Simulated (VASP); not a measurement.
Write the native input for VASP 6.6.1 that does the following.

| Property | Result |
| --- | --- |
| Task | relaxation of cell and atoms |
| Functional | PBE |
| Potentials or basis | VASP PAW PBE potentials, release 64 (Ge_d) |
| Cutoff | 500 eV |
| k mesh | 11 × 11 × 11 |
| Occupations | fermi-dirac, width 0.1 eV |
| Spin | no spin polarisation |
| Dipole correction | no |
| Further INCAR settings | ALGO = Normal; EDIFF = 1e-07; IBRION = 2; EDIFFG = -0.01; NSW = 80; ISIF = 3 |

The structure of Ge lies in POSCAR:

```
Ge
1.0
    2.7491475330      0.0000000000      0.0000000000
    0.0000000000      2.7491475330      0.0000000000
    0.0000000000      0.0000000000      2.7491475330
Ge
1
Direct
    0.0000000000      0.0000000000      0.0000000000
```

These files were run (other wordings do the same):

INCAR

```
SYSTEM = Ge
  PREC = Accurate
  ENCUT = 500
  EDIFF = 1E-7
  ISMEAR = -1
  SIGMA = 0.1
  LREAL = .FALSE.
  LASPH = .TRUE.
  NELM = 120
  ALGO = Normal
  ISIF = 3
  LWAVE = .FALSE.
  LCHARG = .FALSE.
  GGA = PE
  IBRION = 2
  NSW = 80
  EDIFFG = -0.01
  GGA_COMPAT = .FALSE.
  NELMIN = 4
```

KPOINTS

```
regular mesh
0
G
  11 11 11
  0 0 0
```

Potentials or basis: VASP PAW PBE potentials, release 64 (Ge_d).

Launch:

```console
$ cat potpaw_PBE.64/Ge_d/POTCAR > POTCAR
$ mpirun -np 1 vasp_std > vasp.out
```

It gave:

```yaml
Relaxed_volume: 19.99 Å³/atom
Relaxed_cell: a = 2.714 Å, b = 2.714 Å, c = 2.714 Å, α = 90.00°, β = 90.00°, γ = 90.00°
Space_group_after_relaxing_to_0.05_Å: Pm-3m (No. 221)
Energy_gained_by_relaxing: 6.2 meV/atom
Ionic_steps: 3
Pressure_after_relaxing: 0.0 GPa
Band_gap_on_the_k_mesh: zero (band 7 reaches 12.44 eV, above the bottom of band 8 at 3.72 eV)
```

Wall time 38 s on 1 thread of Intel Xeon 8259CL, with other jobs on the host, peak memory 0.13 GiB.
